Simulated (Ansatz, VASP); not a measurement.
**One calculation of InAs, two programs**

```
CELL_PARAMETERS angstrom
0.00000 2.95764 3.01800
2.95764 0.00000 3.01800
2.95764 2.95764 0.00000
ATOMIC_POSITIONS crystal
In 0.00000 0.00000 0.00000
As 0.25000 0.25000 0.25000
```

Alike in both runs: task single point; functional RPBE; k mesh 6 × 6 × 6; occupations fermi-dirac, width 0.02 eV; no spin polarisation.

```csv
,VASP,Ansatz
version,VASP 6.6.1,Ansatz 0.2.0
potentials or method,"VASP PAW PBE potentials, release 64 (In_d, As), cutoff 500 eV","plane waves, PAW"
valence electrons in the cell,18,28
```

|  | VASP | Ansatz | Ansatz less VASP |
| --- | --- | --- | --- |
| pressure (GPa) | 9.2 | 9.1 | -0.09 |
| traceless stress, the component that is largest in VASP (GPa) | -0.42 | -0.42 | -0.002 |

VASP's potentials were made for PBE, not for RPBE. VASP's potentials hold 18 valence electrons a cell and Ansatz's 28, so a difference there can come from the potentials and not from the codes. Ansatz's warnings: stress scf threshold loose.
